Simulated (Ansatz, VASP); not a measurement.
PtSe2 in VASP and in Ansatz

INCAR

```
SYSTEM = PtSe2
PREC = Accurate ; ENCUT = 520
EDIFF = 1E-6 ; ISMEAR = -1
SIGMA = 0.1 ; LREAL = .False.
LASPH = .True. ; NELM = 100
ALGO = Normal ; ISIF = 2
LWAVE = .False. ; LCHARG = .False.
GGA = PE ; NBANDS = 18
```

KPOINTS

```
regular mesh
0
Gamma
  9 9 6
  0 0 0
```

Contents of POSCAR:

```
PtSe2
1.0
    3.7240000000      0.0000000000      0.0000000000
   -1.8620000000      3.2250786000      0.0000000000
    0.0000000000      0.0000000000      5.0620000000
Pt Se
1 2
Direct
    0.0000000000      0.0000000000      0.0000000000
    0.3333333333      0.6666666667      0.2500000000
    0.6666666667      0.3333333333      0.7500000000
```

Input for Ansatz:

```yaml
crystal:
  lattice:
    - [3.724, 0.0, 0.0]
    - [-1.862, 3.2250786, 0.0]
    - [0.0, 0.0, 5.062]
  atoms:
    - { symbol: Pt, position: [0.0, 0.0, 0.0] }
    - { symbol: Se, position: [0.3333333333333333, 0.6666666666666666, 0.25] }
    - { symbol: Se, position: [0.6666666666666666, 0.3333333333333333, 0.75] }
basis:
  ecutwfc: 462.593566181796
kpoints:
  mp_grid:
    grid: [9, 9, 6]
hamiltonian:
  xc: pbe
scf:
  occupations:
    method: fermi_dirac
    width: 0.1
output:
  forces: true
  stress: true
```

Alike in both runs: task single point; functional PBE; k mesh 9 × 9 × 6; occupations fermi-dirac, width 0.1 eV; no spin polarisation.

|  | VASP | Ansatz |
| --- | --- | --- |
| version | VASP 6.6.1 | Ansatz 0.2.0 |
| potentials or method | VASP PAW PBE potentials, release 64 (Pt, Se), cutoff 520 eV | plane waves, PAW |
| valence electrons in the cell | 22 | 50 |

Ansatz gave:

```
pressure (GPa)                                                : 7.3
traceless stress, the component that is largest in VASP (GPa) : -1.38
rms of the force components (eV/Å)                            : 0.272
```

Question: Which values does VASP return?

Answer: Pressure (GPa): 7.3; traceless stress, the component that is largest in VASP (GPa): -1.40; rms of the force components (eV/Å): 0.274.

Atom by atom the forces differ by 0.003 eV/Å (rms over components). With one functional, cell and mesh, what is left measures potentials, basis and numerics. VASP's potentials hold 22 valence electrons a cell and Ansatz's 50, so a difference there can come from the potentials and not from the codes.

Spin-orbit coupling is off throughout.
